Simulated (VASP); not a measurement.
Write the native input for VASP 6.6.1 that does the following.

```
Task                   : single point
Functional             : PBEsol
Potentials or basis    : VASP PAW PBE potentials, release 64 (K_sv, I)
Cutoff                 : 520 eV
k mesh                 : 6 × 6 × 2
Occupations            : fermi-dirac, width 0.03 eV
Spin                   : no spin polarisation
Dipole correction      : no
Further INCAR settings : ALGO = Normal; EDIFF = 1e-06; NBANDS = 42
```

The structure of KI lies in POSCAR:

```
KI
1.0
    5.9139345287      0.0000000000      0.0000000000
   -2.9569672644      5.1216175382      0.0000000000
    0.0000000000      0.0000000000     13.7944181248
K I
4 4
Direct
    0.0000000000      0.0000000000     -0.0347062939
    0.3333333333      0.6666666667      0.2205071344
    0.0000000000      0.0000000000      0.4652937061
    0.6666666667      0.3333333333      0.7205071344
    0.0000000000      0.0000000000      0.2157968864
    0.3333333333      0.6666666667      0.4734022730
    0.0000000000      0.0000000000      0.7157968864
    0.6666666667      0.3333333333      0.9734022730
```

One way to write it, as run:

INCAR

```
ALGO = Normal ; EDIFF = 1E-6
ENCUT = 520 ; GGA = PS
ISIF = 2 ; ISMEAR = -1
LASPH = T ; LCHARG = F
LREAL = F ; LWAVE = F
NBANDS = 42 ; NELM = 100
PREC = Accurate ; SIGMA = 0.03
```

KPOINTS

```
k-points
0
Gamma
  6 6 2
```

Potentials or basis: VASP PAW PBE potentials, release 64 (K_sv, I).

Run with:

```bash
$ cat potpaw_PBE.64/K_sv/POTCAR potpaw_PBE.64/I/POTCAR > POTCAR
$ mpirun -np 1 vasp_std > vasp.out
```

Results of the run:

| Item | Value |
| --- | --- |
| Pressure | 0.0 GPa |
| Band gap on the k mesh | 3.57 eV, direct |

Caveat: the PAW data sets were made with another functional, which shifts forces and pressure a little; spin-orbit coupling is left out, which moves the levels of the heavy elements.

Run time: 4.6 min on 1 thread of Intel(R) Xeon(R) Platinum 8375C CPU @ 2.90GHz (Ice Lake) (shared host), peak memory 0.62 GiB.
